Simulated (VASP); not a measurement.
A run of VASP 6.6.1 is set up as follows.

The input POSCAR:

```
CaO
1.0
    0.0000000000      2.2776726047      2.2776726047
    2.2776726047      0.0000000000      2.2776726047
    2.2776726047      2.2776726047      0.0000000000
Ca O
1 1
Direct
    0.0000000000      0.0000000000      0.0000000000
    0.5000000000      0.5000000000      0.5000000000
```

INCAR.step1

```
PREC = Accurate ; ENCUT = 520
EDIFF = 1E-5 ; ISMEAR = 0
SIGMA = 0.01 ; LREAL = False
LASPH = True ; NELM = 60
ALGO = Normal ; ISIF = 2
LWAVE = True ; LCHARG = False
NBANDS = 15 ; GGA = PE
```

Contents of INCAR.step2:

```
PREC = Accurate ; ENCUT = 520
EDIFF = 1E-7 ; ISMEAR = 0
SIGMA = 0.01 ; LREAL = False
LASPH = True ; NELM = 60
ALGO = Normal ; ISIF = 2
LWAVE = False ; LCHARG = False
GGA = PE ; LHFCALC = True
HFSCREEN = 0.2079 ; PRECFOCK = Normal
NBANDS = 15 ; ISTART = 1
```

The input KPOINTS:

```
Automatic mesh
0
Gamma
  6 6 6
```

Potentials or basis: VASP PAW PBE potentials, release 64 (Ca_sv, O).

Launch:

```bash
$ cat potpaw_PBE.64/Ca_sv/POTCAR potpaw_PBE.64/O/POTCAR > POTCAR
$ cp INCAR.step1 INCAR
$ mpirun -np 1 vasp_std > vasp.out
$ cp INCAR.step2 INCAR
$ mpirun -np 1 vasp_std > vasp.out
```

(1) Estimate the band gap on the k mesh.

(2) Estimate the pressure.

Results:

(1) 5.21 eV, indirect (least direct gap 5.56 eV).

(2) 26.4 GPa.

Caveat: the cell differs from its parent crystal (strain -5.0%); the PAW data sets were made with another functional, which shifts forces and pressure a little.
